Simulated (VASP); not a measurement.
A run of VASP 6.6.1:

The input INCAR:

```
  PREC = Accurate
  ENCUT = 520
  EDIFF = 1E-6
  ISMEAR = -1
  SIGMA = 0.05
  LREAL = F
  LASPH = T
  NELM = 100
  ALGO = Normal
  ISIF = 2
  LWAVE = F
  LCHARG = F
  NBANDS = 12
```

KPOINTS

```
Automatic mesh
0
Gamma
  14 14 14
```

Contents of POSCAR:

```
Nb
1.0
    2.6602353944      0.0000000000      0.0000000000
    0.0000000000      2.6602353944      0.0000000000
    0.0000000000      0.0000000000      2.6602353944
Nb
1
Direct
    0.0000000000      0.0000000000      0.0000000000
```

Potentials or basis: VASP PAW LDA potentials, release 64 (Nb_sv).

Command:

```sh
$ cat potpaw_LDA.64/Nb_sv/POTCAR > POTCAR
$ mpirun -np 1 vasp_std > vasp.out
```

Hardware: 1 thread of Intel(R) Xeon(R) Platinum 8175M CPU @ 2.50GHz (Skylake/Cascade Lake), with other jobs on the host.

How long does it take, and how much memory?

It took 20 s on 1 thread of Intel(R) Xeon(R) Platinum 8175M CPU @ 2.50GHz (Skylake/Cascade Lake), with other jobs on the host, peak memory 0.13 GiB. Counts: scf iterations 12, k points 120.
